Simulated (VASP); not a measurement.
Wanted: the native input for a VASP 6.6.1 run.

* Task: single point
* Functional: PBEsol
* Dispersion: D3(BJ)
* Potentials or basis: VASP PAW PBE potentials, release 64 (Al)
* Cutoff: 520 eV
* k mesh: 22 × 22 × 22
* Occupations: gaussian, width 0.15 eV
* Spin: no spin polarisation
* Dipole correction: no
* Further INCAR settings: ALGO = Fast; EDIFF = 1e-06; NBANDS = 8

The structure of Al lies in POSCAR:

```
Al
1.0
    0.0000000000      1.8032519626      2.5497982752
    1.8032519626      0.0000000000      2.5497982752
    1.8032519626      1.8032519626      0.0000000000
Al
1
Direct
    0.0000000000      0.0000000000      0.0000000000
```

This cell differs from its parent crystal: ratio of the length along z to the lengths across it x 1.414, volume and fractional coordinates fixed.

These files were run (other wordings do the same):

INCAR

```
SYSTEM = Al
PREC = Accurate
ENCUT = 520
EDIFF = 1E-6
ISMEAR = 0
SIGMA = 0.15
LREAL = .False.
LASPH = .True.
NELM = 80
ALGO = Fast
ISIF = 2
LWAVE = .False.
LCHARG = .False.
GGA = PS
IVDW = 12
NBANDS = 8
```

KPOINTS

```
Automatic mesh
0
Gamma
  22 22 22
  0 0 0
```

Potentials or basis: VASP PAW PBE potentials, release 64 (Al).

The run is started by

```bash
$ cat potpaw_PBE.64/Al/POTCAR > POTCAR
$ mpirun -np 1 vasp_std > vasp.out
```

Results of the run:

| Quantity | Value |
| --- | --- |
| Pressure | 4.4 GPa |
| Band gap on the k mesh | zero (an odd number of electrons rules out a gap without spin polarisation) |
| Dispersion energy per atom | -0.316 eV |

Caveat: the cell stands under pressure; the PAW data sets were made with another functional, which shifts forces and pressure a little.

Run time: 78 s on 1 thread of Intel Xeon 8259CL (shared host), peak memory 0.22 GiB.
